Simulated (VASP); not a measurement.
Here is a VASP 6.6.1 calculation.

INCAR

```
SYSTEM = BeSe4
  ALGO = Normal
  EDIFF = 1E-7
  EDIFFG = -0.01
  ENCUT = 600
  GGA = PE
  IBRION = 2
  ISIF = 3
  ISMEAR = 0
  LASPH = .True.
  LCHARG = .False.
  LREAL = .False.
  LWAVE = .False.
  NELM = 100
  NSW = 100
  PREC = Accurate
  SIGMA = 0.1
```

KPOINTS

```
k-points
0
Gamma
  8 8 10
  0 0 0
```

The input POSCAR:

```
BeSe4
1.0
    5.2251697255      0.0000000000      0.0000000000
    0.0000000000      5.2251697255      0.0000000000
    0.0000000000      0.0000000000      4.1728820704
Be Se
1 4
Direct
    0.5000000000      0.5000000000      0.5000000000
    0.0000000000      0.0000000000      0.5000000000
    0.0000000000      0.5000000000      0.0000000000
    0.5000000000      0.0000000000      0.0000000000
    0.5000000000      0.5000000000      0.0000000000
```

Potentials or basis: VASP PAW PBE potentials, release 64 (Be, Se).

Command:

```sh
$ cat potpaw_PBE.64/Be/POTCAR potpaw_PBE.64/Se/POTCAR > POTCAR
$ mpirun -np 1 vasp_std > vasp.out
```

Problem. Estimate the relaxed cell.

Solution. a = 5.368 Å, b = 5.368 Å, c = 4.019 Å, α = 90.00°, β = 90.00°, γ = 90.00°.

Problem. Estimate the relaxed volume.

Solution. 23.16 Å³/atom.

Problem. Predict the band gap on the k mesh.

Solution. Zero (band 13 reaches 4.30 eV, above the bottom of band 14 at 2.08 eV).

Final structure:
```
Be Se
1.0
     5.36781    0.00000    0.00000
     0.00000    5.36781    0.00000
     0.00000    0.00000    4.01931
Be Se
1 4
Direct
  0.50000 0.50000 0.50000
  0.00000 0.00000 0.50000
  0.00000 0.50000 0.00000
  0.50000 0.00000 0.00000
  0.50000 0.50000 0.00000
```
